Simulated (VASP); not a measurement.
A run of VASP 6.6.1 is set up as follows.

Contents of INCAR:

```
PREC = Accurate
ENCUT = 520
EDIFF = 1E-7
ISMEAR = -1
SIGMA = 0.05
LREAL = F
LASPH = T
NELM = 100
ALGO = Normal
ISIF = 2
LWAVE = F
LCHARG = F
GGA = PS
NBANDS = 16
```

File KPOINTS:

```
Automatic mesh
0
Gamma
  8 8 8
```

File POSCAR:

```
CdSe
1.0
    0.0000000000      3.0906047130      3.0906047130
    3.0906047130      0.0000000000      3.0906047130
    3.0906047130      3.0906047130      0.0000000000
Cd Se
1 1
Direct
    0.0000000000      0.0000000000      0.0000000000
    0.2500000000      0.2500000000      0.2500000000
```

Potentials or basis: VASP PAW PBE potentials, release 64 (Cd, Se).

Launch:

```bash
$ cat potpaw_PBE.64/Cd/POTCAR potpaw_PBE.64/Se/POTCAR > POTCAR
$ mpirun -np 1 vasp_std > vasp.out
```

Problem. Predict the pressure.

Solution. -2.0 GPa.

Problem. Estimate the band gap on the k mesh.

Solution. 0.39 eV, direct.

Caveat: the PAW data sets were made with another functional, which shifts forces and pressure a little.
